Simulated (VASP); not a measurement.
# WS2 (C2/m) in VASP: single point with LDA+U

Aim: the single point of WS2 with LDA+U.

Everything below comes from runs of VASP 6.6.1. Logs are shortened: lines on timing, memory, paths and dates and some standing lists are left out, and cuts for length are marked.

## (1) The cell of the first run

The structure is monoclinic, space group C2/m (No. 12). The conventional cell has a = 6.321 Å, b = 3.875 Å, c = 4.457 Å, α = 90.00°, β = 90.04°, γ = 90.00°. Within 3.1 Å of W (site symmetry 2/m) lie 6 S at 2.36 to 2.61 Å. Within 3.1 Å of S (site symmetry m) lie 3 W at 2.36 to 2.61 Å and 3 S at 2.81 to 3.03 Å.

## (2) Single point, LDA+U, collinear spin

Input file INCAR:

```
PREC = Accurate ; ENCUT = 500
EDIFF = 1E-6 ; ISMEAR = 0
SIGMA = 0.05 ; LREAL = F
LASPH = T ; NELM = 200
ALGO = Normal ; ISIF = 2
LWAVE = F ; LCHARG = F
ISPIN = 2 ; MAGMOM = 2 2 0 0 0 0
LORBIT = 11 ; LMAXMIX = 4
LDAU = T ; LDAUTYPE = 2
LDAUL = 2 -1 ; LDAUU = 4 0
LDAUJ = 0 0 ; LDAUPRINT = 1
NBANDS = 39 ; GGA_COMPAT = F
```

Input file KPOINTS:

```
regular mesh
0
Gamma
  6 6 4
```

Input file POSCAR:

```
WS2
1.0
    3.1605844900     -1.9375011600      0.0000000000
    3.1574728600      1.9375011600      4.4570869100
   -0.0062232600      0.0000000000      8.9141738200
W S
2 4
Direct
    0.0000000000      0.0000000000      0.0000000000
    0.0000000000      0.0000000000      0.5000000000
    0.6879000000      0.6879000000      0.8005000000
    0.3121000000      0.3121000000      0.1995000000
    0.6879000000      0.6879000000      0.3005000000
    0.3121000000      0.3121000000      0.6995000000
```

Potentials or basis: VASP PAW LDA potentials, release 64 (W_sv, S).

The run is started by

```bash
$ cat potpaw_LDA.64/W_sv/POTCAR potpaw_LDA.64/S/POTCAR > POTCAR
$ mpirun -np 1 vasp_std > vasp.out
```

OUTCAR:

```text
PREC = Accurate
   ENCUT = 500
   EDIFF = 1E-6
   ISMEAR = 0
   LREAL = F
   LASPH = T
   NELM = 200
   ISIF = 2
   ISPIN = 2
   LORBIT = 11

 ion  position               nearest neighbor table
   1  0.000  0.000  0.000-   5 2.36   6 2.36   5 2.61   3 2.61   4 2.61   6 2.61
   2  0.000  0.000  0.500-   3 2.36   4 2.36   3 2.61   5 2.61   6 2.61   4 2.61
   3  0.688  0.688  0.800-   2 2.36   1 2.61   2 2.61
   4  0.312  0.312  0.200-   2 2.36   1 2.61   2 2.61
   5  0.688  0.688  0.300-   1 2.36   2 2.61   1 2.61
   6  0.312  0.312  0.700-   1 2.36   2 2.61   1 2.61

  LATTYP: Found a triclinic cell.
 ALAT       =     5.7990091919
 B/A-ratio  =     1.5371894917
 C/A-ratio  =     1.1409241039
 COS(alpha) =     0.0003334983
 COS(beta)  =     0.5541361729
 COS(gamma) =     0.7689752421

  Lattice vectors:

 A1 = (   3.1636961200,   1.9375011600,  -4.4570869100)
 A2 = (   0.0062232600,   0.0000000000,  -8.9141738200)
 A3 = (   3.1605844900,   5.8125034800,   0.0000000000)

Analysis of symmetry for initial positions (statically):
=====================================================================
 Subroutine PRICEL returns following result:

  LATTYP: Found a base centered monoclinic cell.
 ALAT       =     6.3211689800
 B/A-ratio  =     0.6130198911
 C/A-ratio  =     0.7051050225
 COS(beta)  =    -0.0006981307
[... 12 lines left out ...]
 Subroutine GETGRP returns: Found  2 space group operations
 (whereof  2 operations were pure point group operations)
 out of a pool of  2 trial point group operations.

The static configuration has the point symmetry S_2 .

Analysis of symmetry for dynamics (positions and initial velocities):
=====================================================================
 Subroutine PRICEL returns following result:

  LATTYP: Found a base centered monoclinic cell.
 ALAT       =     6.3211689800
 B/A-ratio  =     0.6130198911
 C/A-ratio  =     0.7051050225
 COS(beta)  =    -0.0006981307
[... 12 lines left out ...]
 Subroutine GETGRP returns: Found  2 space group operations
 (whereof  2 operations were pure point group operations)
 out of a pool of  2 trial point group operations.

The dynamic configuration has the point symmetry S_2 .

Analysis of structural, dynamic, and magnetic symmetry:
=====================================================================
 Subroutine PRICEL returns following result:

  LATTYP: Found a base centered monoclinic cell.
 ALAT       =     6.3211689800
 B/A-ratio  =     0.6130198911
 C/A-ratio  =     0.7051050225
 COS(beta)  =    -0.0006981307
[... 12 lines left out ...]
 Subroutine GETGRP returns: Found  2 space group operations
 (whereof  2 operations were pure point group operations)
 out of a pool of  2 trial point group operations.

The overall configuration has the point symmetry S_2 .

 Subroutine INISYM returns: Found  2 space group operations
 (whereof  2 operations are pure point group operations),
 and found     2 'primitive' translations

----------------------------------------------------------------------------------------

                                     Primitive cell

  volume of cell :      54.5872

  direct lattice vectors                    reciprocal lattice vectors
[... 154 lines left out ...]
  o =  0.0886  v =  0.0000  0.0000  0.0000  0.0000  0.0000  0.6544 -0.6227  0.3102 -0.1771 -0.2375      0.0000  0.0000  0.0000  0.0000  0.0000  0.0000  0.0000  0.0000  0.0000  0.0000
  o =  0.1109  v =  0.0000  0.0000  0.0000  0.0000  0.0000 -0.3016  0.3034  0.7001 -0.3657 -0.4395      0.0000  0.0000  0.0000  0.0000  0.0000  0.0000  0.0000  0.0000  0.0000  0.0000
  o =  0.2202  v =  0.0000  0.0000  0.0000  0.0000  0.0000 -0.6925 -0.7188  0.0050  0.0400 -0.0465      0.0000  0.0000  0.0000  0.0000  0.0000  0.0000  0.0000  0.0000  0.0000  0.0000
  o =  0.2422  v = -0.7869 -0.1587  0.4850 -0.2300 -0.2598  0.0000  0.0000  0.0000  0.0000  0.0000      0.0000  0.0000  0.0000  0.0000  0.0000  0.0000  0.0000  0.0000  0.0000  0.0000
  o =  0.3106  v =  0.0000  0.0000  0.0000  0.0000  0.0000 -0.0319 -0.0531 -0.0024 -0.7763  0.6273      0.0000  0.0000  0.0000  0.0000  0.0000  0.0000  0.0000  0.0000  0.0000  0.0000
  o =  0.3612  v =  0.1599  0.5003  0.2730 -0.7218  0.3586  0.0000  0.0000  0.0000  0.0000  0.0000      0.0000  0.0000  0.0000  0.0000  0.0000  0.0000  0.0000  0.0000  0.0000  0.0000
  o =  0.3847  v =  0.1320  0.6830  0.3070  0.3457 -0.5498  0.0000  0.0000  0.0000  0.0000  0.0000      0.0000  0.0000  0.0000  0.0000  0.0000  0.0000  0.0000  0.0000  0.0000  0.0000
  o =  0.6818  v = -0.5650  0.4973 -0.6331  0.0639  0.1689  0.0000  0.0000  0.0000  0.0000  0.0000      0.0000  0.0000  0.0000  0.0000  0.0000  0.0000  0.0000  0.0000  0.0000  0.0000
  o =  0.7432  v =  0.1364 -0.1031 -0.4417 -0.5501 -0.6879  0.0000  0.0000  0.0000  0.0000  0.0000      0.0000  0.0000  0.0000  0.0000  0.0000  0.0000  0.0000  0.0000  0.0000  0.0000

atom =   2  type =  1  l = 2

 onsite density matrix

spin component  1

  0.3974 -0.1082  0.1381 -0.0607 -0.0925
 -0.1082  0.4525 -0.0695  0.0331  0.0403
  0.1381 -0.0695  0.5385  0.0956  0.0928
 -0.0607  0.0331  0.0956  0.4746  0.1364
 -0.0925  0.0403  0.0928  0.1364  0.5502

spin component  2

  0.1540  0.0638 -0.0055  0.0040  0.0024
  0.0638  0.1593  0.0048  0.0033 -0.0055
 -0.0055  0.0048  0.0861 -0.0154 -0.0197
  0.0040  0.0033 -0.0154  0.2181 -0.1141
  0.0024 -0.0055 -0.0197 -0.1141  0.1690

 occupancies and eigenvectors

  o =  0.0560  v =  0.0000  0.0000  0.0000  0.0000  0.0000  0.0178 -0.0246  0.6432  0.4802  0.5957      0.0000  0.0000  0.0000  0.0000  0.0000  0.0000  0.0000  0.0000  0.0000  0.0000
  o =  0.0886  v =  0.0000  0.0000  0.0000  0.0000  0.0000  0.6544 -0.6227  0.3102 -0.1771 -0.2375      0.0000  0.0000  0.0000  0.0000  0.0000  0.0000  0.0000  0.0000  0.0000  0.0000
  o =  0.1109  v =  0.0000  0.0000  0.0000  0.0000  0.0000 -0.3016  0.3034  0.7001 -0.3657 -0.4395      0.0000  0.0000  0.0000  0.0000  0.0000  0.0000  0.0000  0.0000  0.0000  0.0000
  o =  0.2202  v =  0.0000  0.0000  0.0000  0.0000  0.0000 -0.6925 -0.7188  0.0050  0.0400 -0.0465      0.0000  0.0000  0.0000  0.0000  0.0000  0.0000  0.0000  0.0000  0.0000  0.0000
  o =  0.2422  v = -0.7869 -0.1587  0.4850 -0.2300 -0.2598  0.0000  0.0000  0.0000  0.0000  0.0000      0.0000  0.0000  0.0000  0.0000  0.0000  0.0000  0.0000  0.0000  0.0000  0.0000
  o =  0.3106  v =  0.0000  0.0000  0.0000  0.0000  0.0000 -0.0319 -0.0531 -0.0024 -0.7763  0.6273      0.0000  0.0000  0.0000  0.0000  0.0000  0.0000  0.0000  0.0000  0.0000  0.0000
  o =  0.3612  v =  0.1599  0.5003  0.2730 -0.7218  0.3586  0.0000  0.0000  0.0000  0.0000  0.0000      0.0000  0.0000  0.0000  0.0000  0.0000  0.0000  0.0000  0.0000  0.0000  0.0000
  o =  0.3847  v =  0.1320  0.6830  0.3070  0.3457 -0.5498  0.0000  0.0000  0.0000  0.0000  0.0000      0.0000  0.0000  0.0000  0.0000  0.0000  0.0000  0.0000  0.0000  0.0000  0.0000
  o =  0.6818  v = -0.5650  0.4973 -0.6331  0.0639  0.1689  0.0000  0.0000  0.0000  0.0000  0.0000      0.0000  0.0000  0.0000  0.0000  0.0000  0.0000  0.0000  0.0000  0.0000  0.0000
  o =  0.7432  v =  0.1364 -0.1031 -0.4417 -0.5501 -0.6879  0.0000  0.0000  0.0000  0.0000  0.0000      0.0000  0.0000  0.0000  0.0000  0.0000  0.0000  0.0000  0.0000  0.0000  0.0000

 number of electron      52.0000007 magnetization       3.8574905

 Free energy of the ion-electron system (eV)
  ---------------------------------------------------
  ext. energy  EPLUGINS =         0.00000000
  ---------------------------------------------------
  free energy    TOTEN  =       -38.56594314 eV

  energy without entropy =      -38.56265164  energy(sigma->0) =      -38.56429739

 E-fermi :   7.2324     XC(G=0): -11.2917

 val. band max:        7.2220703263   @ k =  -0.3333   0.1667   0.2500
 cond. band min:       7.2325576103   @ k =   0.3333  -0.0000   0.2500
 fundamental gap:      0.0104872841
 Fermi energy:         7.2323935390

 spin component 1

 k-point     1 :       0.0000    0.0000    0.0000
  band No.  band energies     occupation
      1     -67.7601      1.00000
      2     -67.7588      1.00000
      3     -32.3985      1.00000
      4     -32.3482      1.00000
      5     -32.3104      1.00000
      6     -32.3091      1.00000
[... 1961 lines left out ...]
     37      13.9126      0.00000
     38      14.9145      0.00000

 [... further k-points ...]

 [bands above 38 left out]

------------------------ aborting loop because EDIFF is reached ----------------------------------------

  FORCE on cell =-STRESS in cart. coord.  units (eV):
  Direction    XX          YY          ZZ          XY          YZ          ZX
  --------------------------------------------------------------------------------------
  -------------------------------------------------------------------------------------
  Total       -4.5060506     -8.7607226      7.0149059     -2.4167683      0.5948522     -6.6954815
  in kB      -66.1281195   -128.5671576    102.9465898    -35.4670551      8.7296971    -98.2589059
  external PRESSURE =     -30.5828958 kB  Pullay stress =       0.0000000 kB

 VOLUME and BASIS-vectors are now :
 -----------------------------------------------------------------------------
  energy-cutoff  :      500.00
  volume of cell :      109.17
      direct lattice vectors                 reciprocal lattice vectors
     3.160584490 -1.937501160  0.000000000     0.158198587 -0.258064362  0.000110443
     3.157472860  1.937501160  4.457086910     0.158198587  0.258064362  0.000110443
    -0.006223260  0.000000000  8.914173820    -0.079099293 -0.129032181  0.112125674

 POSITION                                       TOTAL-FORCE (eV/Angst)
 -----------------------------------------------------------------------------------
      0.00000      0.00000      0.00000         0.000000      0.000000      0.000000
     -0.00311      0.00000      4.45709        -0.000000      0.000000      0.000000
      4.34121      0.00000     10.20183        -1.445944      0.071517     -0.947640
      1.97062      0.00000      3.16943         1.445944     -0.071517      0.947640
      4.34432      0.00000      5.74474        -1.445944      0.071517     -0.947640
      1.96751      0.00000      7.62652         1.445944     -0.071517      0.947640
 -----------------------------------------------------------------------------------
    total drift:                               -0.000000     -0.000000      0.000000

  FREE ENERGIE OF THE ION-ELECTRON SYSTEM (eV)
  ---------------------------------------------------
  free  energy   TOTEN  =       -38.5659431386 eV

  energy  without entropy=      -38.5626516434  energy(sigma->0) =      -38.56429739

 total charge

# of ion       s       p       d       tot
------------------------------------------
    1        2.345   6.241   3.156  11.741
    2        2.345   6.241   3.156  11.741
    3        1.355   2.346   0.000   3.701
    4        1.355   2.346   0.000   3.701
    5        1.355   2.346   0.000   3.701
    6        1.355   2.346   0.000   3.701
--------------------------------------------------
tot         10.109  21.865   6.312  38.286

 magnetization (x)

# of ion       s       p       d       tot
------------------------------------------
    1        0.044   0.013   1.612   1.669
    2        0.044   0.013   1.612   1.669
    3       -0.003  -0.054   0.000  -0.056
    4       -0.003  -0.054   0.000  -0.056
    5       -0.003  -0.054   0.000  -0.056
    6       -0.003  -0.054   0.000  -0.056
--------------------------------------------------
tot          0.078  -0.190   3.223   3.111
```

It took 25 min on 1 thread of Oxide Virtual Turin-like, shared host; peak memory 0.48 GiB.

Results:

* Free energy: -38.5659 eV
* Pressure: -3.1 GPa
* Largest force: 1.730 eV/Å
* Net moment: 3.86 μB per cell
* Site moments: W +1.67; S -0.06 μB
* Valence electrons inside the program's atomic spheres: W 11.74; S 3.70

Forces in eV/Å, atoms in the order of the input:
```
W    0.000  0.000  0.000
W    0.000  0.000  0.000
S   -1.446  0.072 -0.948
S    1.446 -0.072  0.948
S   -1.446  0.072 -0.948
S    1.446 -0.072  0.948
```

Eigenvalues of the final occupation matrices:
```
    site  spin  trace               eigenvalues
site 1 d     1   2.41  0.24 0.36 0.38 0.68 0.74
site 1 d     2   0.79  0.06 0.09 0.11 0.22 0.31
site 2 d     1   2.41  0.24 0.36 0.38 0.68 0.74
site 2 d     2   0.79  0.06 0.09 0.11 0.22 0.31
```

Caveat: the stress differs along the axes, from -13 to 10 GPa; spin-orbit coupling is left out, which moves the levels of the heavy elements; forces of over 1 eV/Å act on the atoms, so gaps and moduli don't describe the material at rest.
